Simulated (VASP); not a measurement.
A run of VASP 6.6.1:

File INCAR:

```
SYSTEM = Ir
PREC     = Accurate       ! precision mode
ENCUT    = 520            ! plane-wave cutoff, eV
EDIFF    = 1E-6           ! SCF threshold, eV
ISMEAR   = 0              ! smearing method
SIGMA    = 0.15           ! smearing width, eV
LREAL    = .False.        ! projectors in reciprocal space
LASPH    = .True.         ! aspherical terms in the spheres
NELM     = 150            ! most SCF steps
ALGO     = Fast           ! electronic algorithm
ISIF     = 2              ! what is computed and relaxed
LWAVE    = .False.        ! write WAVECAR
LCHARG   = .False.        ! write CHGCAR
ISPIN    = 2              ! spin polarisation
MAGMOM   = 0.7 0.7        ! initial moments
LORBIT   = 11             ! projections on sites
NUPDOWN  = 1.4            ! fixed moment
LMAXMIX  = 4              ! l up to which the mixer works
NBANDS   = 20             ! bands
```

The input KPOINTS:

```
Automatic mesh
0
Gamma
  21 21 12
  0 0 0
```

The input POSCAR:

```
Ir
1.0
    2.7583201541      0.0000000000      0.0000000000
   -1.3791600771      2.3887753253      0.0000000000
    0.0000000000      0.0000000000      4.4722974870
Ir
2
Direct
    0.6666666667      0.3333333333      0.7500000000
    0.3333333333      0.6666666667      0.2500000000
```

Potentials or basis: VASP PAW LDA potentials, release 64 (Ir).

Command:

```bash
$ cat potpaw_LDA.64/Ir/POTCAR > POTCAR
$ mpirun -np 1 vasp_std > vasp.out
```

Hardware: 1 thread of AMD EPYC 9R45 96-Core Processor (Zen 5) (shared host).

Task: How long does it take, and how much memory?

Result: It took 4.1 min on 1 thread of AMD EPYC 9R45 96-Core Processor (Zen 5) (shared host), peak memory 0.33 GiB. Counts: scf iterations 14, k points 336.
